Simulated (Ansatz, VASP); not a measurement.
**MoH3 in VASP and in Ansatz**

```xyz
4
Lattice="3.1475 0.0000 0.0000 -1.5738 2.7258 0.0000 0.0000 0.0000 3.5835" Properties=species:S:1:pos:R:3 pbc="T T T"
H     0.0000    0.0000    3.0800
H     0.0000    1.8172    1.6311
H     1.5738    0.9086    1.6311
Mo    0.0000    0.0000    1.2909
```

Alike in both runs: functional PBE; k mesh 5 × 5 × 3; occupations gaussian, width 0.15 eV; no spin polarisation.

Ansatz relaxed the structure, and its values are those at the end. VASP's run is a single point on that final structure, the one shown.

|  | VASP | Ansatz |
| --- | --- | --- |
| version | VASP 6.6.1 | Ansatz 0.2.0 |
| potentials or method | VASP PAW PBE potentials, release 64 (H, Mo_sv), cutoff 500 eV | scalar-relativistic, plane waves, PAW |
| valence electrons in the cell | 17 | 17 |

```csv
,VASP,Ansatz,Ansatz less VASP
gap on the k mesh at the Fermi level (eV),none,none,-
pressure (GPa),-0.3,-0.2,+0.03
rms of the force components (eV/Å),0.003,0.005,+0.0017
```

A gap of «none» marks a metal or a gap that the smearing closes. With one functional, cell and mesh, what is left measures potentials, basis and numerics.

The k mesh is coarse, so the values compare programs but aren't converged.
